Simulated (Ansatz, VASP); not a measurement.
# ScSi2 in VASP and in Ansatz

```
CELL_PARAMETERS angstrom
3.73178 0.00000 0.00000
-1.86589 3.23182 0.00000
0.00000 0.00000 3.94590
ATOMIC_POSITIONS crystal
Sc 0.00000 0.00000 0.00000
Si 0.66667 0.33333 0.50000
Si 0.33333 0.66667 0.50000
```

Change from the starting cell: volume scaled by 1.06.

Alike in both runs: task single point; functional PBE; k mesh 8 × 8 × 7; occupations fermi-dirac, width 0.05 eV; no spin polarisation.

|  | VASP | Ansatz |
| --- | --- | --- |
| version | VASP 6.6.1 | Ansatz 0.2.0 |
| potentials or method | VASP PAW PBE potentials, release 64 (Sc_sv, Si), cutoff 520 eV | all-electron LAPW, scalar-relativistic |

VASP gave:

```
gap on the k mesh at the Fermi level (eV)                     : none
pressure (GPa)                                                : 14.8
traceless stress, the component that is largest in VASP (GPa) : -18.57
```

Problem. Estimate Ansatz's values.

Solution. gap on the k mesh at the Fermi level (eV): none; pressure (GPa): 14.7; traceless stress, the component that is largest in VASP (GPa): -18.68.

A gap of «none» marks a metal or a gap that the smearing closes. Ansatz ran all-electron here, and VASP with PAW potentials.
